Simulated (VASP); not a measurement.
Input of a VASP 6.6.1 run:

File INCAR:

```
SYSTEM = InSe
  PREC = Accurate
  ENCUT = 520
  EDIFF = 1E-7
  ISMEAR = 0
  SIGMA = 0.05
  LREAL = .FALSE.
  LASPH = .TRUE.
  NELM = 60
  ALGO = Normal
  ISIF = 2
  LWAVE = .FALSE.
  LCHARG = .TRUE.
  GGA = PS
  LELF = .TRUE.
  LVHAR = .TRUE.
  NBANDS = 27
```

Contents of KPOINTS:

```
regular mesh
0
G
  8 8 6
  0 0 0
```

The input POSCAR:

```
InSe
1.0
    5.5224308558     -2.1785907072     -0.0052948673
    5.5224308558      2.1785907072     -0.0052948673
   -1.5088115802      0.0000000000      4.2720903652
In Se
2 2
Direct
    0.8858026589      0.8858026589      0.0290539339
    0.1141973411      0.1141973411      0.9709460661
    0.6547212217      0.6547212217      0.6374867706
    0.3452787783      0.3452787783      0.3625132294
```

Potentials or basis: VASP PAW PBE potentials, release 64 (In_d, Se).

Launch:

```bash
$ cat potpaw_PBE.64/In_d/POTCAR potpaw_PBE.64/Se/POTCAR > POTCAR
$ mpirun -np 1 vasp_std > vasp.out
```

Question: Estimate the pressure.

Answer: 1.6 GPa.

Question: Predict the largest force.

Answer: 0.867 eV/Å.

Question: Estimate the band gap on the k mesh.

Answer: 0.39 eV (least direct gap 0.75 eV).

Stress tensor (GPa, compression positive):
```
 8.21  0.00  2.18
 0.00 -3.80  0.00
 2.18  0.00  0.28
```

Caveat: the cell differs from its parent crystal (strain -0.0600 x Voigt [1, -1, 0, 0, 0, 0]); the PAW data sets were made with another functional, which shifts forces and pressure a little; spin-orbit coupling is left out, which moves the levels of the heavy elements. A k mesh can miss the band edges.
